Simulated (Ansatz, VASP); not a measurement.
## One calculation of Ga3As3N2, two programs

```
Ga As N
1.0
     4.01370    0.00000    0.00000
     0.00000    5.67623    0.00000
     0.00000    0.00000   22.88527
Ga As N
3 3 2
Direct
  0.50000 0.50000 0.17478
  0.00000 0.06538 0.27327
  0.50000 0.48946 0.32920
  0.00000 0.25000 0.17478
  0.50000 0.81022 0.25542
  0.00000 0.28876 0.36640
  0.50000 0.28876 0.51497
  0.50000 0.28876 0.56304
```

Alike in both runs: task single point; functional PBE; dispersion D3(BJ); k mesh 7 × 5 × 1; occupations gaussian, width 0.05 eV; no spin polarisation.

|  | VASP | Ansatz |
| --- | --- | --- |
| version | VASP 6.6.1 | Ansatz 0.2.0 |
| potentials or method | VASP PAW PBE potentials, release 64 (Ga_d, As, N), cutoff 520 eV | scalar-relativistic, plane waves, PAW |
| valence electrons in the cell | 64 | 94 |

```csv
,VASP,Ansatz,Ansatz less VASP
gap on the k mesh at the Fermi level (eV),0.40,0.41,+0.008
least direct gap on the mesh (eV),0.75,0.75,+0.003
rms of the force components (eV/Å),0.694,0.331,-0.3627
```

One of these differences is far larger than is usual between the two programs; its cause wasn't traced. VASP's potentials hold 64 valence electrons a cell and Ansatz's 94, so a difference there can come from the potentials and not from the codes.

Noted on VASP's run: the standard files for N, O and F lose accuracy on very short bonds.
